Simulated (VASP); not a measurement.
Input of a VASP 6.6.1 run:

INCAR

```
PREC = Accurate
ENCUT = 600
EDIFF = 1E-6
ISMEAR = 0
SIGMA = 0.1
LREAL = False
LASPH = True
NELM = 100
ALGO = Normal
ISIF = 3
LWAVE = False
LCHARG = False
GGA = PE
IVDW = 12
IBRION = 2
NSW = 100
EDIFFG = -0.01
```

KPOINTS

```
regular mesh
0
Gamma
  10 10 6
```

File POSCAR:

```
P2Se2O
1.0
    3.6835600184      0.0000000000      0.0000000000
    0.0000000000      3.6835600184      0.0000000000
    0.0000000000      0.0000000000      7.8973634590
P Se O
2 2 1
Direct
    0.5000000000      0.5000000000      0.9996456191
    0.0000000000      0.0000000000      0.9423786683
    0.5000000000      0.5000000000      0.2851217341
    0.0000000000      0.0000000000      0.3483702857
    0.0000000000      0.0000000000      0.7528688228
```

Potentials or basis: VASP PAW PBE potentials, release 64 (P, Se, O).

The run is started by

```console
$ cat potpaw_PBE.64/P/POTCAR potpaw_PBE.64/Se/POTCAR potpaw_PBE.64/O/POTCAR > POTCAR
$ mpirun -np 1 vasp_std > vasp.out
```

Q: Predict the band gap on the k mesh.

A: Zero (bands 14 and 15 overlap by 0.18 eV).

Q: Estimate the relaxed cell.

A: a = 3.671 Å, b = 3.671 Å, c = 7.879 Å, α = 90.00°, β = 90.00°, γ = 90.00°.

Q: Estimate the relaxed volume.

A: 21.24 Å³/atom.

The path:
```tsv
step	energy change (eV)	largest force (eV/Å)	pressure (GPa)	volume (Å³)
1	0.0000	0.0710	-0.20	107.16
2	-0.0012	0.0618	-0.06	106.74
3	-0.0012	0.0612	0.01	106.58
4	-0.0012	0.0600	-0.01	106.62
5	-0.0010	0.2299	0.25	106.49
6	-0.0013	0.0730	0.08	106.57
7	-0.0015	0.0546	0.06	106.58
8	-0.0017	0.0314	0.00	106.61
9	-0.0017	0.0297	-0.01	106.61
10	-0.0018	0.0203	-0.03	106.60
11	-0.0018	0.0218	-0.09	106.57
12	-0.0018	0.0216	-0.07	106.53
13	-0.0019	0.0579	-0.03	106.41
14	-0.0018	0.1301	0.08	106.16
15	-0.0019	0.0788	0.01	106.33
16	-0.0019	0.0733	0.01	106.31
17	-0.0020	0.0552	0.01	106.25
18	-0.0020	0.0213	0.00	106.11
19	-0.0020	0.0121	0.01	106.06
20	-0.0020	0.0128	0.01	106.07
21	-0.0020	0.0144	0.02	106.09
22	-0.0020	0.0168	0.02	106.10
23	-0.0020	0.0181	0.02	106.11
24	-0.0020	0.0137	0.01	106.12
25	-0.0020	0.0146	-0.02	106.16
26	-0.0020	0.0122	-0.01	106.16
27	-0.0020	0.0079	-0.01	106.19
```

Caveat: semilocal functionals underestimate gaps, and a narrow one can read as zero.
